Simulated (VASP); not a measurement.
A run of VASP 6.6.1 is set up as follows.

File INCAR:

```
ALGO = Normal
EDIFF = 1E-6
ENCUT = 520
GGA = PE
ISIF = 2
ISMEAR = 0
LASPH = T
LCHARG = T
LELF = T
LREAL = F
LVHAR = T
LWAVE = F
NBANDS = 26
NELM = 100
PREC = Accurate
SIGMA = 0.02
```

File KPOINTS:

```
k-points
0
Gamma
  4 4 8
```

The input POSCAR:

```
AlN
1.0
    5.2001618093      0.0000000000      0.0000000000
    0.0000000000      5.2001618093      0.0000000000
    0.0000000000      0.0000000000      3.0818701559
Al N
4 4
Direct
    0.6775824667      0.6775824667      0.0000000000
    0.1775824667      0.8224175333      0.5000000000
    0.8224175333      0.1775824667      0.5000000000
    0.3224175333      0.3224175333      0.0000000000
    0.8141802389      0.8141802389      0.5000000000
    0.1858197611      0.1858197611      0.5000000000
    0.6858197611      0.3141802389      0.0000000000
    0.3141802389      0.6858197611      0.0000000000
```

Potentials or basis: VASP PAW PBE potentials, release 64 (Al, N).

The run is started by

```sh
$ cat potpaw_PBE.64/Al/POTCAR potpaw_PBE.64/N/POTCAR > POTCAR
$ mpirun -np 1 vasp_std > vasp.out
```

(1) Estimate the largest force.

(2) Predict the band gap on the k mesh.

(3) Predict the pressure.

Answers

(1) 0.005 eV/Å.

(2) 4.15 eV, direct.

(3) 12.3 GPa.
